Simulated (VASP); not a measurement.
Crystal: BaTiO3.

```xyz
5
Lattice="3.9941 0.0000 0.0000 0.0000 3.9941 0.0000 0.0000 0.0000 3.9941" Properties=species:S:1:pos:R:3 pbc="T T T"
Ba    1.9970    1.9970    1.9970
Ti    0.0000    0.0000    0.0000
O     1.9970    0.0000    0.0000
O     0.0000    1.9970    0.0000
O     0.0000    0.0000    1.9970
```

Base run:

* Program: VASP 6.6.1
* Functional: r2SCAN
* Potentials or basis: VASP PAW PBE potentials, release 64 (Ba_sv, Ti_sv, O)
* Cutoff: 520 eV
* k mesh: 6 × 6 × 6
* Occupations: gaussian, width 0.01 eV
* Spin: no spin polarisation

Its results: band gap on the k mesh 2.15 eV (least direct gap 2.30 eV); pressure 2.0 GPa.

**Question.** The run is repeated on the same cell with these changes: functional from r2SCAN to LDA; potentials or basis from VASP PAW PBE potentials, release 64 (Ba_sv, Ti_sv, O) to VASP PAW LDA potentials, release 64 (Ba_sv, Ti_sv, O). What comes out?

**Answer.** Band gap on the k mesh 1.67 eV (least direct gap 1.80 eV); pressure -5.8 GPa.

Caveats: spin-orbit coupling is left out, which moves the levels of the heavy elements; the PAW data sets were made with another functional, which shifts forces and pressure a little (at least some runs); the cell stands under tension (at least some runs).

A k mesh can miss the band edges.
